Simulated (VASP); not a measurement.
Write the native input for VASP 6.6.1 that does the following.

| Property | Result |
| --- | --- |
| Task | relaxation of cell and atoms |
| Functional | RPBE |
| Potentials or basis | VASP PAW PBE potentials, release 64 (Te, Sn_d) |
| Cutoff | 600 eV |
| k mesh | 7 × 7 × 7 |
| Occupations | fermi-dirac, width 0.05 eV |
| Spin | no spin polarisation |
| Dipole correction | no |
| Further INCAR settings | ALGO = Normal; EDIFF = 1e-06; IBRION = 2; EDIFFG = -0.01; NSW = 60; ISIF = 3 |

The structure of SnTe lies in POSCAR:

```
SnTe
1.0
    0.0000000000      3.6111460000      3.6111460000
    3.6111460000      0.0000000000      3.6111460000
    3.6111460000      3.6111460000      0.0000000000
Te Sn
1 1
Direct
    0.2500000000      0.2500000000      0.2500000000
    0.0000000000      0.0000000000      0.0000000000
```

One way to write it, as run:

INCAR

```
SYSTEM = SnTe
PREC = Accurate
ENCUT = 600
EDIFF = 1E-6
ISMEAR = -1
SIGMA = 0.05
LREAL = .FALSE.
LASPH = .TRUE.
NELM = 60
ALGO = Normal
ISIF = 3
LWAVE = .FALSE.
LCHARG = .FALSE.
GGA = RP
IBRION = 2
NSW = 60
EDIFFG = -0.01
```

KPOINTS

```
regular mesh
0
G
  7 7 7
  0 0 0
```

Potentials or basis: VASP PAW PBE potentials, release 64 (Te, Sn_d).

Run with:

```bash
$ cat potpaw_PBE.64/Te/POTCAR potpaw_PBE.64/Sn_d/POTCAR > POTCAR
$ mpirun -np 1 vasp_std > vasp.out
```

It gave:

| Property | Result |
| --- | --- |
| Relaxed volume | 48.97 Å³/atom |
| Relaxed cell | a = 5.174 Å, b = 5.174 Å, c = 5.174 Å, α = 60.00°, β = 60.00°, γ = 60.00° |
| Space group after relaxing (to 0.05 Å) | F-43m (No. 216) |
| Energy gained by relaxing | 5.3 meV/atom |
| Ionic steps | 4 |
| Pressure after relaxing | 0.0 GPa |
| Band gap on the k mesh | 0.50 eV, indirect (least direct gap 0.93 eV) |

Caveat: the PAW data sets were made with another functional, which shifts forces and pressure a little; spin-orbit coupling is left out, which moves the levels of the heavy elements.

It took 2.3 min on 1 thread of Intel(R) Xeon(R) Platinum 8488C (Sapphire Rapids) (shared host), peak memory 0.29 GiB.
